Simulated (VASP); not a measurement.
# Rb (Im-3m) in VASP: density of states with PBE

Aim: the density of states of Rb with PBE.

Everything below comes from runs of VASP 6.6.1. Logs are shortened: lines on timing, memory, paths and dates and some standing lists are left out, and cuts for length are marked.

## 1. The cell of the first run

The structure is cubic, space group Im-3m (No. 229). Conventional cell: a = 5.674 Å, b = 5.674 Å, c = 5.674 Å, α = 90.00°, β = 90.00°, γ = 90.00°.

## 2. Density of states, PBE

POSCAR reads:

```
Rb
1.0
   -2.8372111260      2.8372111260      2.8372111260
    2.8372111260     -2.8372111260      2.8372111260
    2.8372111260      2.8372111260     -2.8372111260
Rb
1
Direct
    0.0000000000      0.0000000000      0.0000000000
```

INCAR.step1 reads:

```
PREC = Accurate
ENCUT = 520
EDIFF = 1E-6
ISMEAR = 0
SIGMA = 0.05
LREAL = F
LASPH = T
NELM = 80
ALGO = Normal
ISIF = 2
LWAVE = F
LCHARG = T
GGA = PE
NBANDS = 10
```

KPOINTS.step1 reads:

```
regular mesh
0
Gamma
  10 10 10
```

INCAR.step2 reads:

```
PREC = Accurate
ENCUT = 520
EDIFF = 1E-6
ISMEAR = -5
SIGMA = 0.05
LREAL = F
LASPH = T
NELM = 80
ALGO = Normal
ISIF = 2
LWAVE = F
LCHARG = F
GGA = PE
LORBIT = 11
NBANDS = 10
NEDOS = 1001
ICHARG = 11
```

KPOINTS.step2 reads:

```
regular mesh
0
Gamma
  15 15 15
```

Potentials or basis: VASP PAW PBE potentials, release 64 (Rb_sv).

Launch:

```
> cat potpaw_PBE.64/Rb_sv/POTCAR > POTCAR
> cp INCAR.step1 INCAR
> cp KPOINTS.step1 KPOINTS
> mpirun -np 1 vasp_std > vasp.out
> cp INCAR.step2 INCAR
> cp KPOINTS.step2 KPOINTS
> mpirun -np 1 vasp_std > vasp.out
```

OUTCAR:

```text
PREC = Accurate
   ENCUT = 520
   EDIFF = 1E-6
   ISMEAR = -5
   LREAL = F
   LASPH = T
   NELM = 80
   ISIF = 2
   GGA = PE
   LORBIT = 11
   ICHARG = 11

 ion  position               nearest neighbor table
   1  0.000  0.000  0.000-

  LATTYP: Found a body centered cubic cell.
 ALAT       =     5.6744222520

  Lattice vectors:

 A1 = (  -2.8372111260,   2.8372111260,   2.8372111260)
 A2 = (   2.8372111260,  -2.8372111260,   2.8372111260)
 A3 = (   2.8372111260,   2.8372111260,  -2.8372111260)

Analysis of symmetry for initial positions (statically):
=====================================================================
 Subroutine PRICEL returns:
 Original cell was already a primitive cell.

 Routine SETGRP: Setting up the symmetry group for a
 body centered cubic supercell.

 Subroutine GETGRP returns: Found 48 space group operations
 (whereof 48 operations were pure point group operations)
 out of a pool of 48 trial point group operations.

The static configuration has the point symmetry O_h .

Analysis of symmetry for dynamics (positions and initial velocities):
=====================================================================
 Subroutine PRICEL returns:
 Original cell was already a primitive cell.

 Routine SETGRP: Setting up the symmetry group for a
 body centered cubic supercell.

 Subroutine GETGRP returns: Found 48 space group operations
 (whereof 48 operations were pure point group operations)
 out of a pool of 48 trial point group operations.

The dynamic configuration has the point symmetry O_h .

 Subroutine INISYM returns: Found 48 space group operations
 (whereof 48 operations are pure point group operations),
 and found     1 'primitive' translations

----------------------------------------------------------------------------------------

                                     Primitive cell

  volume of cell :      91.3556

  direct lattice vectors                    reciprocal lattice vectors
    -2.837211126  2.837211126  2.837211126     0.000000000  0.176229395  0.176229395
     2.837211126 -2.837211126  2.837211126     0.176229395  0.000000000  0.176229395
     2.837211126  2.837211126 -2.837211126     0.176229395  0.176229395  0.000000000

  length of vectors
     4.914193822  4.914193822  4.914193822     0.249226000  0.249226000  0.249226000

  position of ions in fractional coordinates (direct lattice)
     0.000000000  0.000000000  0.000000000

  ion indices of the primitive-cell ions
   primitive index   ion index
                 1           1

----------------------------------------------------------------------------------------

 KPOINTS: regular mesh

Automatic generation of k-mesh.
 Grid dimensions read from file:
 generate k-points for:   15   15   15

 Generating k-lattice:

  Cartesian coordinates                     Fractional coordinates (reciprocal lattice)
     0.000000000  0.011748626  0.011748626     0.066666667  0.000000000  0.000000000
     0.011748626  0.000000000  0.011748626     0.000000000  0.066666667  0.000000000
     0.011748626  0.011748626  0.000000000     0.000000000  0.000000000  0.066666667

  Length of vectors
     0.016615067  0.016615067  0.016615067

  Shift w.r.t. Gamma in fractional coordinates (k-lattice)
     0.000000000  0.000000000  0.000000000

 TETIRR: Found   3891 inequivalent tetrahedra from    20250

 Subroutine IBZKPT returns following result:
 ===========================================

 Found    120 irreducible k-points:

 Following reciprocal coordinates:
            Coordinates               Weight
  0.000000  0.000000  0.000000      1.000000
  0.066667  0.000000  0.000000     12.000000
  0.133333  0.000000  0.000000     12.000000
  0.200000  0.000000  0.000000     12.000000
  0.266667  0.000000  0.000000     12.000000
  0.333333  0.000000  0.000000     12.000000
[... 16 lines left out ...]
  0.333333  0.200000  0.000000     48.000000
  0.400000  0.200000  0.000000     24.000000
 [... further k-points ...]
   k-points           NKPTS =    120   k-points in BZ     NKDIM =    120   number of bands    NBANDS=     10
   number of dos      NEDOS =   1001   number of ions     NIONS =      1
   total plane-waves  NPLWV =  64000
   dimension x,y,z NGX =    40 NGY =   40 NGZ =   40
   dimension x,y,z NGXF=    80 NGYF=   80 NGZF=   80
   ions per type =               1
   NGX,Y,Z   is equivalent  to a cutoff of  13.53, 13.53, 13.53 a.u.
   NGXF,Y,Z  is equivalent  to a cutoff of  27.06, 27.06, 27.06 a.u.
 SYSTEM =  unknown system
   PREC   = accura    normal or accurate (medium, high low for compatibility)
   ISTART =      0    job   : 0-new  1-cont  2-samecut
   ICHARG =     11    charge: 1-file 2-atom 10-const
   ISPIN  =      1    spin polarized calculation?
   LNONCOLLINEAR =      F non collinear calculations
   LSORBIT =      F    spin-orbit coupling
   LASPH  =      T    aspherical Exc in radial PAW
   ENCUT  =  520.0 eV  38.22 Ry    6.18 a.u.   9.14  9.14  9.14*2*pi/ulx,y,z
   NELM   =     80;   NELMIN=  2; NELMDL=  0     # of ELM steps
   EDIFF  = 0.1E-05   stopping-criterion for ELM
   LREAL  =      F    real-space projection
   EDIFFG = 0.1E-04   stopping-criterion for IOM
   NSW    =      0    number of steps for IOM
   IBRION =     -1    ionic relax: 0-MD 1-quasi-New 2-CG
   NFREE  =      0    steps in history (QN), initial steepest desc. (CG)
   ISIF   =      2    stress and relaxation
   ISYM   =      2    0-nonsym 1-usesym 2-fastsym
   POTIM  = 0.5000    time-step for ionic-motion
   TEBEG  =    0.0;   TEEND  =   0.0 temperature during run
   PSTRESS=    0.0 pullay stress
   NELECT =       9.0000    total number of electrons
   NUPDOWN=      -1.0000    fix difference up-down
   EMIN   =  10.00;   EMAX   =-10.00  energy-range for DOS
   EFERMI =   0.00;   METHOD = LEGACY
   ISMEAR =    -5;   SIGMA  =   0.05  broadening in eV -4-tet -1-fermi 0-gaus
   EFERMI_NEDOS =   21; number of points for ismear=-14 and -15
   IALGO  =     38    algorithm
   IMIX   =      4    mixing-type and parameters
     AMIX     =   0.40;   BMIX     =  1.00
     AMIX_MAG =   1.60;   BMIX_MAG =  1.00
  volume/ion in A,a.u.               =      91.36       616.50
  Fermi-wavevector in a.u.,A,eV,Ry     =   0.756097  1.428816  7.778209  0.571682
  Thomas-Fermi vector in A             =   1.854140
   LORBIT       =     11    0 simple, 1 ext, 2 COOP (PROOUT), +10 PAW based schemes
   GGA     = PE    functional components
   LHFCALC =     F    Hartree Fock is set to
   AEXX    =    0.0000 exact exchange contribution
   IVDW    =     0    specifies the selected vdW correction
   LEPSILON=     F    determine dielectric tensor
   LRPA    =     F    only Hartree local field effects (RPA)
 non-spin polarized calculation
 Fermi weights with tetrahedron method with Bloechl corrections
  energy-cutoff  :      520.00
  volume of cell :       91.36
 maximum number of plane-waves:      2491
 NGX is ok and might be reduce to    40

 number of electron       9.0000000 magnetization

 Free energy of the ion-electron system (eV)
  ---------------------------------------------------
  ext. energy  EPLUGINS =         0.00000000
  ---------------------------------------------------
  free energy    TOTEN  =        -0.93590346 eV

  energy without entropy =       -0.93590346  energy(sigma->0) =       -0.93590346

 E-fermi :   0.0213     XC(G=0):  -5.4572

 val. band max:       -0.0348620919   @ k =  -0.3333   0.4667   0.0667
 cond. band min:       0.0120700742   @ k =  -0.3333   0.4000   0.2000
 fundamental gap:      0.0469321662
 Fermi energy:         0.0212848593

 k-point     1 :       0.0000    0.0000    0.0000
  band No.  band energies     occupation
      1     -28.9017      2.00000
      2     -12.9443      2.00000
      3     -12.9443      2.00000
      4     -12.9443      2.00000
      5      -1.9638      2.00000
      6       3.6783      0.00000
      7       3.6783      0.00000
      8       3.6783      0.00000
      9       4.6088      0.00000
     10       4.6088      0.00000

 k-point     2 :       0.0667    0.0000    0.0000
  band No.  band energies     occupation
      1     -28.9015      2.00000
      2     -12.9485      2.00000
      3     -12.9457      2.00000
      4     -12.9443      2.00000
      5      -1.9114      2.00000
      6       3.6017      0.00000
      7       3.6025      0.00000
      8       3.7265      0.00000
      9       4.4768      0.00000
     10       4.5869      0.00000

 k-point     3 :       0.1333    0.0000    0.0000
  band No.  band energies     occupation
      1     -28.9010      2.00000
      2     -12.9603      2.00000
      3     -12.9496      2.00000
      4     -12.9443      2.00000
      5      -1.7560      2.00000
      6       3.3098      0.00000
      7       3.4124      0.00000
      8       3.8699      0.00000
      9       4.3494      0.00000
     10       4.5424      0.00000

 k-point     4 :       0.2000    0.0000    0.0000
  band No.  band energies     occupation
      1     -28.9003      2.00000
      2     -12.9774      2.00000
      3     -12.9553      2.00000
      4     -12.9443      2.00000
      5      -1.5041      2.00000
      6       2.8456      0.00000
      7       3.1826      0.00000
      8       4.1056      0.00000
      9       4.3744      0.00000
     10       4.5157      0.00000
[... 222 lines left out ...]
 k-point    22 :       0.2667    0.2000    0.0000
  band No.  band energies     occupation
      1     -28.8978      2.00000
      2     -13.0206      2.00000
      3     -12.9786      2.00000
      4     -12.9528      2.00000
      5      -0.2309      1.98164
      6       1.6653      0.00000
      7       2.2084      0.00000
      8       4.2086      0.00000
      9       4.4844      0.00000
     10       5.2256      0.00000

 k-point    23 :       0.3333    0.2000    0.0000
  band No.  band energies     occupation
      1     -28.8974      2.00000
      2     -13.0254      2.00000
      3     -12.9855      2.00000
      4     -12.9534      2.00000
      5       0.2353      0.05438
      6       1.2454      0.00000
      7       2.0777      0.00000
      8       4.0123      0.00000
      9       4.6987      0.00000
     10       5.2049      0.00000

 k-point    24 :       0.4000    0.2000    0.0000
  band No.  band energies     occupation
      1     -28.8973      2.00000
      2     -13.0269      2.00000
      3     -12.9882      2.00000
      4     -12.9536      2.00000
      5       0.6092     -0.00645
      6       0.8869      0.00000
      7       2.0348      0.00000
      8       3.9349      0.00000
      9       4.8887      0.00000
     10       5.0609      0.00000

 [... further k-points ...]

------------------------ aborting loop because EDIFF is reached ----------------------------------------

  FORCE on cell =-STRESS in cart. coord.  units (eV):
  Direction    XX          YY          ZZ          XY          YZ          ZX
  --------------------------------------------------------------------------------------
  -------------------------------------------------------------------------------------
  Total       -0.0066353     -0.0066353     -0.0066353      0.0000000     -0.0000000      0.0000000
  in kB       -0.1163686     -0.1163686     -0.1163686      0.0000000     -0.0000000      0.0000000
  external PRESSURE =      -0.1163686 kB  Pullay stress =       0.0000000 kB

 VOLUME and BASIS-vectors are now :
 -----------------------------------------------------------------------------
  energy-cutoff  :      520.00
  volume of cell :       91.36
      direct lattice vectors                 reciprocal lattice vectors
    -2.837211126  2.837211126  2.837211126     0.000000000  0.176229395  0.176229395
     2.837211126 -2.837211126  2.837211126     0.176229395  0.000000000  0.176229395
     2.837211126  2.837211126 -2.837211126     0.176229395  0.176229395  0.000000000

 POSITION                                       TOTAL-FORCE (eV/Angst)
 -----------------------------------------------------------------------------------
      0.00000      0.00000      0.00000        -0.000000      0.000000     -0.000000
 -----------------------------------------------------------------------------------
    total drift:                                0.000000      0.000000     -0.000000

  FREE ENERGIE OF THE ION-ELECTRON SYSTEM (eV)
  ---------------------------------------------------
  free  energy   TOTEN  =        -0.9359034602 eV

  energy  without entropy=       -0.9359034602  energy(sigma->0) =       -0.93590346

 total charge

# of ion       s       p       d       tot
------------------------------------------
    1        1.964   5.321   0.005   7.290
```

Run time: 89 s. Hardware: 1 thread of Intel Xeon Platinum 8488C (Sapphire Rapids), shared host; peak memory 0.29 GiB.

What came out:

* Valence electrons inside the program's atomic spheres: Rb 7.29

Caveat: tetrahedron occupations give inexact forces and stress in metals.
